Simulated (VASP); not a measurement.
A run of VASP 6.6.1:

INCAR

```
SYSTEM = Cd
PREC = Accurate
ENCUT = 520
EDIFF = 1E-6
ISMEAR = 0
SIGMA = 0.15
LREAL = .False.
LASPH = .True.
NELM = 100
ALGO = Fast
ISIF = 2
LWAVE = .False.
LCHARG = .False.
GGA = PE
NBANDS = 12
```

Contents of KPOINTS:

```
regular mesh
0
Gamma
  18 18 18
  0 0 0
```

File POSCAR:

```
Cd
1.0
    0.0000000000      2.2539370085      2.4349281503
    2.2539370085      0.0000000000      2.4349281503
    2.2539370085      2.2539370085      0.0000000000
Cd
1
Direct
    0.0000000000      0.0000000000      0.0000000000
```

Potentials or basis: VASP PAW PBE potentials, release 64 (Cd).

Command:

```console
$ cat potpaw_PBE.64/Cd/POTCAR > POTCAR
$ mpirun -np 1 vasp_std > vasp.out
```

Hardware: 1 thread of Intel(R) Xeon(R) 6975P-C (Granite Rapids), with other jobs on the host.

Problem. Estimate the wall time of this run.

Solution. It took 44 s on 1 thread of Intel(R) Xeon(R) 6975P-C (Granite Rapids), with other jobs on the host, peak memory 0.25 GiB. Counts: scf iterations 11, k points 480.
